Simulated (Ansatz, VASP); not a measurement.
**One calculation of SiO2, two programs**

```
Si O
1.0
     5.08370    0.00000    0.00000
     0.00000    5.08370    0.00000
     0.00000    0.00000    7.10088
Si O
4 8
Direct
  0.29386 0.29386 0.00000
  0.20614 0.79386 0.25000
  0.70614 0.70614 0.50000
  0.79386 0.20614 0.75000
  0.24118 0.09345 0.17423
  0.40655 0.74118 0.42423
  0.75882 0.90655 0.67423
  0.59345 0.25882 0.92423
  0.74118 0.40655 0.57577
  0.90655 0.75882 0.32577
  0.25882 0.59345 0.07577
  0.09345 0.24118 0.82577
```

Alike in both runs: task single point; functional PBE; k mesh 6 × 6 × 4; occupations gaussian, width 0.02 eV; no spin polarisation.

|  | VASP | Ansatz |
| --- | --- | --- |
| version | VASP 6.6.1 | Ansatz 0.2.0 |
| potentials or method | VASP PAW PBE potentials, release 64 (Si, O), cutoff 520 eV | scalar-relativistic, plane waves, PAW |
| valence electrons in the cell | 64 | 64 |

```csv
,VASP,Ansatz,Ansatz less VASP
gap on the k mesh at the Fermi level (eV),5.51,5.51,-0.001
least direct gap on the mesh (eV),5.51,5.51,-0.001
```
